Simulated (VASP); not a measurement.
# Ni: single point with PBE

The system is Ni.

```xyz
1
Lattice="0.0000 1.7673 1.7673 1.7673 0.0000 1.7673 1.7673 1.7673 0.0000" Properties=species:S:1:pos:R:3 pbc="T T T"
Ni    0.0000    0.0000    0.0000
```

```json
{
 "Program": "VASP 6.6.1",
 "Task": "single point",
 "Functional": "PBE",
 "Potentials or basis": "VASP PAW PBE potentials, release 64 (Ni)",
 "Cutoff": "520 eV",
 "k mesh": "12 × 12 × 12",
 "Occupations": "fermi-dirac, width 0.05 eV",
 "Spin": "collinear spin, ferromagnetic start",
 "Starting moments": "[0.75] μB",
 "Fixed moment": "0.75 μB",
 "Dipole correction": "no",
 "Further INCAR settings": "ALGO = Normal; EDIFF = 1e-06; NBANDS = 15"
}
```

```json
{
 "Pressure": "-1.7 GPa",
 "Net moment": "0.75 μB per cell",
 "Site moments": "Ni +0.76 μB",
 "Valence electrons inside the program's atomic spheres": "Ni 9.28"
}
```

It took 11 s on 1 thread of Intel(R) Xeon(R) 6975P-C (Granite Rapids), with other jobs on the host, peak memory 0.14 GiB.

Caveat: the total moment is fixed, so each spin has its own Fermi level.
